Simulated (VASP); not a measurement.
SrO: single point with PBE

The system is SrO.

```xyz
4
Lattice="4.2700 0.0000 0.0000 -2.1350 3.6980 0.0000 0.0000 0.0000 5.1445" Properties=species:S:1:pos:R:3 pbc="T T T"
Sr    0.0000    2.4653    1.2861
Sr    2.1350    1.2327    3.8583
O     2.1350    1.2327    1.2861
O     0.0000    2.4653    3.8583
```

```yaml
Program: VASP 6.6.1
Task: single point
Functional: PBE
Potentials_or_basis: VASP PAW PBE potentials, release 64 (Sr_sv, O)
Cutoff: 600 eV
k_mesh: 6 × 6 × 4
Occupations: gaussian, width 0.001 eV
Spin: no spin polarisation
Dipole_correction: no
Further_INCAR_settings: ALGO = Normal; EDIFF = 1e-06; NBANDS = 24
```

- Pressure: 1.6 GPa
- Band gap on the k mesh: 2.64 eV, direct

Stress tensor (GPa, compression positive):
```
1.49 0.00 0.00
0.00 1.49 0.00
0.00 0.00 1.95
```

Levels at points of the mesh, in eV from the valence-band top:
| k point | band 14 | band 15 | band 16 | band 17 | band 18 | band 19 |
| --- | --- | --- | --- | --- | --- | --- |
| (0.00, 0.00, 0.00) | -0.90 | -0.33 | 0.00 | 2.64 | 6.12 | 6.12 |
| (0.50, 0.00, 0.00) | -0.36 | -0.34 | -0.27 | 4.29 | 4.83 | 5.06 |
| (0.00, 0.00, 0.50) | -1.10 | -1.10 | -1.10 | 4.34 | 4.34 | 7.86 |
| (0.50, 0.00, 0.50) | -0.91 | -0.44 | -0.44 | 4.93 | 4.93 | 7.40 |

It took 55 s on 1 thread of Intel(R) Xeon(R) Platinum 8259CL CPU @ 2.50GHz (Skylake/Cascade Lake), on a shared host, peak memory 0.24 GiB.
